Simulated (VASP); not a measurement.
BAs: G0W0 quasiparticle levels with PBE

Crystal: BAs.

```
B As
1.0
     0.00000    2.39187    2.39187
     2.39187    0.00000    2.39187
     2.39187    2.39187    0.00000
B As
1 1
Direct
  0.00000 0.00000 0.00000
  0.25000 0.25000 0.25000
```

```yaml
Program: VASP 6.6.1
Task: G0W0 quasiparticle levels
Functional: PBE
Potentials_or_basis: VASP PAW PBE potentials, release 64 (B_GW, As_GW)
Cutoff: 500 eV
k_mesh: 4 × 4 × 4
Occupations: gaussian, width 0.01 eV
Spin: no spin polarisation
Dipole_correction: no
GW_scheme: G0W0
GW_iterations: 1
Cutoff_of_the_response_function: 80
Frequency_points: 48
Empty_bands: 60
Further_INCAR_settings: ALGO = EVGW0; EDIFF = 1e-08; NBANDS = 64
```

```
Band gap on the k mesh, mean-field level : 1.42 eV, indirect (least direct gap 3.25 eV)
Quasiparticle gap                        : 1.73 eV
Least direct quasiparticle gap           : 3.96 eV
```

Levels at points of the mesh, in eV from the valence-band top:
```tsv
k point	band 1	band 2	band 3	band 4	band 5	band 6	band 7	band 8
(0.00, 0.00, 0.00)	-15.38	0.00	0.00	0.00	3.25	3.25	3.25	4.61
(0.50, 0.00, 0.00)	-12.52	-8.77	-1.82	-1.82	2.65	4.76	4.76	8.85
(0.50, 0.50, 0.00)	-11.21	-8.52	-4.07	-4.07	1.42	1.43	11.32	11.32
```

Run time: 59 s on 1 thread of Intel Xeon 8259CL, on a shared host, peak memory 0.23 GiB.

Caveat: the k points lie up to 0.57 Å⁻¹ apart; bands, screening cutoff and mesh are small and nothing is extrapolated, so the quasiparticle values aren't converged. A k mesh can miss the band edges.
